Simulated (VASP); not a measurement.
Input of a VASP 6.6.1 run:

File INCAR:

```
ALGO     = Fast           # electronic algorithm
EDIFF    = 1E-7           # SCF threshold, eV
ENCUT    = 520            # plane-wave cutoff, eV
GGA      = PS             # functional
ISIF     = 2              # what is computed and relaxed
ISMEAR   = 0              # smearing method
LASPH    = True           # aspherical terms in the spheres
LCHARG   = True           # write CHGCAR
LELF     = True           # ELF
LREAL    = False          # projectors in reciprocal space
LVHAR    = True         
LWAVE    = False          # write WAVECAR
NBANDS   = 13             # bands
NELM     = 100            # most SCF steps
PREC     = Accurate       # precision mode
SIGMA    = 0.15           # smearing width, eV
```

KPOINTS

```
k-points
0
Gamma
  20 20 20
```

Contents of POSCAR:

```
W
1.0
    0.0000000000      2.1924000000      2.0300000000
    2.1924000000      0.0000000000      2.0300000000
    2.1924000000      2.1924000000      0.0000000000
W
1
Direct
    0.0000000000      0.0000000000      0.0000000000
```

Potentials or basis: VASP PAW PBE potentials, release 64 (W_sv).

Launch:

```console
$ cat potpaw_PBE.64/W_sv/POTCAR > POTCAR
$ mpirun -np 1 vasp_std > vasp.out
```

Predict the band gap on the k mesh.

zero (bands 7 and 8 overlap by 3.59 eV).

Predict the pressure.

-40.2 GPa.

Stress tensor (GPa, compression positive):
```
-35.22   0.00   0.00
  0.00 -35.22   0.00
  0.00   0.00 -50.11
```

Caveat: the cell differs from its parent crystal (strain +0.080 along x and y, +0.000 along z); the cell stands under tension; the PAW data sets were made with another functional, which shifts forces and pressure a little; spin-orbit coupling is left out, which moves the levels of the heavy elements.
